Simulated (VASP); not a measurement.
SiO2, 12 atoms in the cell. It takes space group P6_322 (No. 182, hexagonal). Conventional cell: a = 4.961 Å, b = 4.961 Å, c = 8.593 Å, α = 90.00°, β = 90.00°, γ = 120.00°. Si (site symmetry 3) has 4 O at 1.60 to 1.61 Å within 2.1 Å. O (site symmetry 2) has 2 Si at 1.61 Å within 2.1 Å. Within 2.1 Å of O (site symmetry 32) lie 2 Si at 1.60 Å.  This cell differs from its parent crystal: biaxial strain in the a-b plane: -1.5 %, then relaxed in part.

```yaml
Program: VASP 6.6.1
Task: single point
Functional: r2SCAN
Potentials_or_basis: VASP PAW PBE potentials, release 64 (Si, O)
Cutoff: 520 eV
k_mesh: 6 × 6 × 4
Occupations: gaussian, width 0.02 eV
Spin: no spin polarisation
Dipole_correction: no
Further_INCAR_settings: ALGO = Normal; EDIFF = 1e-06; NBANDS = 44
```

Potentials or basis: VASP PAW PBE potentials, release 64 (Si, O).

Command:

```bash
$ cat potpaw_PBE.64/Si/POTCAR potpaw_PBE.64/O/POTCAR > POTCAR
$ cp INCAR.step1 INCAR
$ mpirun -np 1 vasp_std > vasp.out
$ cp INCAR.step2 INCAR
$ mpirun -np 1 vasp_std > vasp.out
```

Hardware: 1 thread of Intel(R) Xeon(R) 6975P-C (Granite Rapids) (shared host).

Problem. How long does it take, and how much memory?

Solution. It took 4.3 min on 1 thread of Intel(R) Xeon(R) 6975P-C (Granite Rapids) (shared host), peak memory 0.4 GiB. Counts: k points 21.
